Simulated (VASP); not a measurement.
# AlN in VASP: further runs

Runs on AlN. Level: PBE. Tasks: single point.

All numbers are computed with VASP 6.6.1; they aren't measurements. Logs are shortened: lines on timing, memory, paths and dates and some standing lists are left out, and cuts for length are marked.

### Step 1. The cell of the first run

The cell holds a wire or tube with vacuum around it, 12 atoms: a = 13.700 Å, b = 12.900 Å, c = 3.623 Å, α = 90.00°, β = 90.00°, γ = 90.00°.

### Step 2. Single point, PBE, collinear spin, ferromagnetic start

The input, INCAR:

```
SYSTEM = AlN
  ALGO = Normal
  EDIFF = 1E-7
  ENCUT = 520
  GGA = PE
  ISIF = 2
  ISMEAR = 0
  ISPIN = 2
  LASPH = .TRUE.
  LCHARG = .TRUE.
  LELF = .TRUE.
  LORBIT = 11
  LREAL = .FALSE.
  LVHAR = .TRUE.
  LWAVE = .FALSE.
  MAGMOM = 0.3 0.3 0.3 0.3 0.3 0.3 0.3 0.3 0.3 0.3 0.3 0.3
  NBANDS = 40
  NELM = 150
  PREC = Accurate
  SIGMA = 0.05
```

The input, KPOINTS:

```
k-points
0
G
  1 1 7
  0 0 0
```

The input, POSCAR:

```
AlN
1.0
   13.7000000000      0.0000000000      0.0000000000
    0.0000000000     12.9000000000      0.0000000000
    0.0000000000      0.0000000000      3.6231422892
Al N
6 6
Direct
    0.3045179824      0.3895170226      0.9399990810
    0.5633984757      0.4260278517      0.9399937388
    0.4639123069      0.6825521882      0.9399991456
    0.4314134557      0.3567069814      0.4400005376
    0.6815198220      0.3537004061      0.4400043088
    0.5540118127      0.5821444510      0.4400003580
    0.2953239195      0.4001747791      0.4400006391
    0.5572014468      0.4298660939      0.4399932143
    0.4506666600      0.6857853308      0.4400007244
    0.4373816276      0.3380038708      0.9399991962
    0.6884595200      0.3492814798      0.9400100321
    0.5721929706      0.5859491015      0.9399990242
```

Potentials or basis: VASP PAW PBE potentials, release 64 (Al, N).

Launch:

```bash
> cat potpaw_PBE.64/Al/POTCAR potpaw_PBE.64/N/POTCAR > POTCAR
> mpirun -np 1 vasp_std > vasp.out
```

OUTCAR:

```text
SYSTEM = AlN
   EDIFF = 1E-7
   ENCUT = 520
   GGA = PE
   ISIF = 2
   ISMEAR = 0
   ISPIN = 2
   LASPH = .TRUE.
   LORBIT = 11
   LREAL = .FALSE.
   NELM = 150
   PREC = Accurate

 ion  position               nearest neighbor table
   1  0.305  0.390  0.940-   7 1.82   7 1.82  10 1.94   4 2.55   4 2.55
   2  0.563  0.426  0.940-   8 1.81   8 1.81  11 1.98  10 2.07  12 2.07   5 2.60   5 2.60   4 2.71
                             4 2.71   6 2.71   6 2.71
   3  0.464  0.683  0.940-   9 1.82   9 1.82  12 1.94   6 2.55   6 2.55
   4  0.431  0.357  0.440-  10 1.83  10 1.83   7 1.95   8 1.96   1 2.55   1 2.55   2 2.71   2 2.71
                             6 3.36
   5  0.682  0.354  0.440-  11 1.81  11 1.81   8 1.97   2 2.60   2 2.60
   6  0.554  0.582  0.440-  12 1.83  12 1.83   9 1.95   8 1.96   3 2.55   3 2.55   2 2.71   2 2.71
                             4 3.36
   7  0.295  0.400  0.440-   1 1.82   1 1.82   4 1.95
   8  0.557  0.430  0.440-   2 1.81   2 1.81   4 1.96   6 1.96   5 1.97
   9  0.451  0.686  0.440-   3 1.82   3 1.82   6 1.95
  10  0.437  0.338  0.940-   4 1.83   4 1.83   1 1.94   2 2.07
  11  0.688  0.349  0.940-   5 1.81   5 1.81   2 1.98
  12  0.572  0.586  0.940-   6 1.83   6 1.83   3 1.94   2 2.07

  LATTYP: Found a simple orthorhombic cell.
 ALAT       =     3.6231422892
 B/A-ratio  =     3.5604453180
 C/A-ratio  =     3.7812481284

  Lattice vectors:

 A1 = (   0.0000000000,   0.0000000000,  -3.6231422892)
 A2 = (   0.0000000000,  12.9000000000,   0.0000000000)
 A3 = (  13.7000000000,   0.0000000000,   0.0000000000)

Analysis of symmetry for initial positions (statically):
=====================================================================
 Subroutine PRICEL returns:
 Original cell was already a primitive cell.

 Routine SETGRP: Setting up the symmetry group for a
 simple orthorhombic supercell.

 Subroutine GETGRP returns: Found  1 space group operations
 (whereof  1 operations were pure point group operations)
 out of a pool of  8 trial point group operations.

The static configuration has the point symmetry C_1 .

Analysis of symmetry for dynamics (positions and initial velocities):
=====================================================================
 Subroutine PRICEL returns:
 Original cell was already a primitive cell.

 Routine SETGRP: Setting up the symmetry group for a
 simple orthorhombic supercell.

 Subroutine GETGRP returns: Found  1 space group operations
 (whereof  1 operations were pure point group operations)
[... 176 lines left out ...]
  band No.  band energies     occupation
      1     -18.6325      1.00000
      2     -17.2067      1.00000
      3     -16.8448      1.00000
      4     -15.7788      1.00000
      5     -15.3329      1.00000
      6     -15.0677      1.00000
[... 145 lines left out ...]
     35       3.7476      0.00000
     36       4.1194      0.00000
 Fermi energy:        -2.8274510770

 spin component 2

 k-point     1 :       0.0000    0.0000    0.0000
  band No.  band energies     occupation
      1     -18.6325      1.00000
      2     -17.2067      1.00000
      3     -16.8448      1.00000
      4     -15.7788      1.00000
      5     -15.3329      1.00000
      6     -15.0677      1.00000
[... 145 lines left out ...]
     35       3.7472      0.00000
     36       4.1187      0.00000
 [bands above 36 left out]

------------------------ aborting loop because EDIFF is reached ----------------------------------------

  FORCE on cell =-STRESS in cart. coord.  units (eV):
  Direction    XX          YY          ZZ          XY          YZ          ZX
  --------------------------------------------------------------------------------------
  -------------------------------------------------------------------------------------
  Total       -0.0796864     -0.1070886     -0.1270827     -0.0214276      0.0003136     -0.0004790
  in kB       -0.1993880     -0.2679528     -0.3179812     -0.0536153      0.0007846     -0.0011985
  external PRESSURE =      -0.2617740 kB  Pullay stress =       0.0000000 kB

 VOLUME and BASIS-vectors are now :
 -----------------------------------------------------------------------------
  energy-cutoff  :      520.00
  volume of cell :      640.32
      direct lattice vectors                 reciprocal lattice vectors
    13.700000000  0.000000000  0.000000000     0.072992701  0.000000000  0.000000000
     0.000000000 12.900000000  0.000000000     0.000000000  0.077519380  0.000000000
     0.000000000  0.000000000  3.623142289     0.000000000  0.000000000  0.276003513

 POSITION                                       TOTAL-FORCE (eV/Angst)
 -----------------------------------------------------------------------------------
      4.17190      5.02477      3.40575        -0.002169      0.004294      0.000179
      7.71856      5.49576      3.40573        -0.000789      0.000773      0.000356
      6.35560      8.80492      3.40575        -0.004762      0.000522      0.000175
      5.91036      4.60152      1.59418         0.009532      0.003600     -0.000183
      9.33682      4.56274      1.59420        -0.003210      0.001287      0.000432
      7.58996      7.50966      1.59418         0.001645     -0.009848     -0.000177
      4.04594      5.16225      1.59418        -0.003819      0.001017     -0.000176
      7.63366      5.54527      1.59416        -0.005829      0.003357      0.000410
      6.17413      8.84663      1.59419        -0.002924      0.002114     -0.000204
      5.99213      4.36025      3.40575         0.008633     -0.001684      0.000104
      9.43190      4.50573      3.40579        -0.001759      0.001653     -0.000898
      7.83904      7.55874      3.40575         0.005452     -0.007084     -0.000019
 -----------------------------------------------------------------------------------
    total drift:                                0.000271     -0.000476     -0.000693

  FREE ENERGIE OF THE ION-ELECTRON SYSTEM (eV)
  ---------------------------------------------------
  free  energy   TOTEN  =       -78.5305206938 eV

  energy  without entropy=      -78.5305206938  energy(sigma->0) =      -78.53052069

 total charge

# of ion       s       p       d       tot
------------------------------------------
    1        0.378   0.405   0.000   0.783
    2        0.348   0.451   0.000   0.799
    3        0.378   0.405   0.000   0.783
    4        0.364   0.442   0.000   0.806
    5        0.375   0.399   0.000   0.773
    6        0.364   0.442   0.000   0.806
    7        1.230   2.516   0.000   3.746
    8        1.239   2.709   0.000   3.948
    9        1.230   2.516   0.000   3.746
   10        1.235   2.592   0.000   3.826
   11        1.227   2.518   0.000   3.746
   12        1.235   2.592   0.000   3.826
--------------------------------------------------
tot          9.602  17.987   0.000  27.589

 magnetization (x)

# of ion       s       p       d       tot
------------------------------------------
    1       -0.000  -0.000   0.000  -0.000
    2       -0.000  -0.000   0.000  -0.000
    3       -0.000  -0.000   0.000  -0.000
    4       -0.000  -0.000   0.000  -0.000
    5       -0.000  -0.000   0.000  -0.000
    6       -0.000  -0.000   0.000  -0.000
    7        0.000   0.000   0.000   0.000
    8       -0.000   0.000   0.000   0.000
    9        0.000   0.000   0.000   0.000
   10        0.000   0.000   0.000   0.000
   11        0.000   0.000   0.000   0.000
   12        0.000   0.000   0.000   0.000
--------------------------------------------------
tot          0.000   0.000   0.000   0.000
```

OSZICAR:

```text
N       E                     dE             d eps       ncg     rms          rms(c)
DAV:   1     0.362761508446E+03    0.36276E+03   -0.16160E+04   672   0.857E+02
[... 22 lines left out ...]
DAV:  24    -0.785305010256E+02   -0.18330E-04   -0.36592E-06   800   0.126E-02    0.550E-03
DAV:  25    -0.785305179266E+02   -0.16901E-04   -0.60200E-06   704   0.134E-02    0.126E-03
DAV:  26    -0.785305176957E+02    0.23084E-06   -0.21302E-06   824   0.963E-03    0.145E-03
DAV:  27    -0.785305181593E+02   -0.46356E-06   -0.15420E-07   656   0.277E-03    0.103E-03
DAV:  28    -0.785305199665E+02   -0.18072E-05   -0.15943E-07   640   0.191E-03    0.734E-04
DAV:  29    -0.785305206691E+02   -0.70259E-06   -0.83343E-08   632   0.120E-03    0.811E-04
DAV:  30    -0.785305206938E+02   -0.24643E-07   -0.11344E-08   576   0.618E-04
   1 F= -.78530521E+02 E0= -.78530521E+02  d E =-.438578E-12  mag=    -0.0000
```

stdout:

```text
POSCAR found type information on POSCAR AlN
 POSCAR found :  2 types and      12 ions
 scaLAPACK will be used
 LDA part: xc-table for (Slater+PW92), standard interpolation
 POSCAR, INCAR and KPOINTS ok, starting setup
 FFT: planning ... GRIDC
 FFT: planning ... GRID_SOFT
 FFT: planning ... GRID
 WAVECAR not read
 entering main loop
```

Wall time 5.7 min (1 thread of AMD EPYC 9R45 (Zen 5), shared host); peak memory 0.83 GiB.

What came out:

```yaml
Free_energy: -78.5305 eV
Largest_force: 0.010 eV/Å
Band_gap_on_the_k_mesh: 2.20 eV
Net_moment: 0.00 μB per cell
Valence_electrons_inside_the_program's_atomic_spheres: Al 0.78, 0.80, 0.81, 0.77 (each value once); N 3.75, 3.95, 3.83 (each value once)
```

Forces on the atoms (eV/Å):
```
Al  -0.002  0.004  0.000
Al  -0.001  0.001  0.000
Al  -0.005  0.001  0.000
Al   0.010  0.004  0.000
Al  -0.003  0.001  0.000
Al   0.002 -0.010  0.000
N   -0.004  0.001  0.000
N   -0.006  0.003  0.000
N   -0.003  0.002  0.000
N    0.009 -0.002  0.000
N   -0.002  0.002 -0.001
N    0.005 -0.007  0.000
```

Levels at points of the mesh, in eV from the valence-band top:
Spin up:
```
           k point  band 22  band 23  band 24  band 25  band 26  band 27
(0.00, 0.00, 0.00)    -0.67    -0.43     0.00     2.20     3.22     3.43
```
Spin down:
| k point | band 21 | band 22 | band 23 | band 24 | band 25 | band 26 | band 27 | band 28 |
| --- | --- | --- | --- | --- | --- | --- | --- | --- |
| (0.00, 0.00, 0.00) | -1.02 | -0.67 | -0.43 | 0.00 | 2.20 | 3.22 | 3.43 | 4.80 |

### Step 3. Single point, PBE, collinear spin, ferromagnetic start

This run uses another cell than the first one: it holds 14 atoms, not 12.

The input, INCAR:

```
SYSTEM = AlN
PREC = Accurate
ENCUT = 520
EDIFF = 1E-6
ISMEAR = 0
SIGMA = 0.05
LREAL = .False.
LASPH = .True.
NELM = 150
ALGO = Normal
ISIF = 2
LWAVE = .False.
LCHARG = .False.
ISPIN = 2
MAGMOM = 0.3 0.3 0.3 0.3 0.3 0.3 0.3 0.3 0.3 0.3 0.3 0.3 0.3 0.3
LORBIT = 11
GGA = PE
NBANDS = 45
```

The input, KPOINTS:

```
Automatic mesh
0
Gamma
  1 1 7
  0 0 0
```

The input, POSCAR:

```
AlN
1.0
   13.7000000000      0.0000000000      0.0000000000
    0.0000000000     12.9000000000      0.0000000000
    0.0000000000      0.0000000000      3.7130550449
Al N
7 7
Direct
    0.3212364783      0.4299679768      0.9399964070
    0.5692073936      0.4224580327      0.9400010345
    0.4393482553      0.6469340178      0.9399962109
    0.4371364738      0.3558135745      0.4399990085
    0.3185752717      0.5763467989      0.4399960574
    0.6874131238      0.3498848788      0.4400073402
    0.5576860330      0.5772717053      0.4399988537
    0.3105466007      0.4242074891      0.4399981828
    0.5653810570      0.4248083295      0.4400020288
    0.4387156004      0.6596926247      0.4399978553
    0.4403901306      0.3443570304      0.9399995223
    0.3092674846      0.5820698154      0.9399957613
    0.6937268158      0.3460190528      0.9400123736
    0.5686415161      0.5799750445      0.9399993637
```

Potentials or basis: VASP PAW PBE potentials, release 64 (Al, N).

Launch:

```bash
> cat potpaw_PBE.64/Al/POTCAR potpaw_PBE.64/N/POTCAR > POTCAR
> mpirun -np 1 vasp_std > vasp.out
```

It took 5.8 min on 1 thread of AMD EPYC 9R45 (Zen 5), shared host; peak memory 0.86 GiB.

Results (log left out):

```
Free energy                                           : -94.2124 eV
Largest force                                         : 0.010 eV/Å
Band gap on the k mesh                                : 2.09 eV
Net moment                                            : 0.00 μB per cell
Valence electrons inside the program's atomic spheres : Al 0.78, 0.79, 0.75 (each value once); N 3.82, 3.93, 3.80, 3.71 (each value once)
```

Forces in eV/Å, atoms in the order of the input:
```
Al   0.003  0.003  0.000
Al  -0.001  0.000  0.000
Al  -0.001 -0.004  0.000
Al   0.006  0.008  0.000
Al   0.005 -0.003  0.000
Al  -0.004  0.003  0.000
Al  -0.004 -0.009  0.000
N   -0.003 -0.001  0.000
N   -0.005  0.003  0.000
N   -0.001  0.003  0.000
N    0.005 -0.002  0.000
N   -0.002  0.001  0.000
N   -0.002  0.001 -0.001
N    0.004 -0.003  0.000
```

Levels at points of the mesh, in eV from the valence-band top:
Spin up:
| k point | band 25 | band 26 | band 27 | band 28 | band 29 | band 30 | band 31 | band 32 |
| --- | --- | --- | --- | --- | --- | --- | --- | --- |
| (0.00, 0.00, 0.00) | -1.14 | -1.00 | -0.95 | 0.00 | 2.09 | 3.14 | 4.05 | 4.24 |
Spin down:
```
           k point  band 24  band 25  band 26  band 27  band 28  band 29  band 30  band 31  band 32  band 33
(0.00, 0.00, 0.00)    -1.22    -1.14    -1.00    -0.95     0.00     2.09     3.14     4.05     4.24     4.44
```
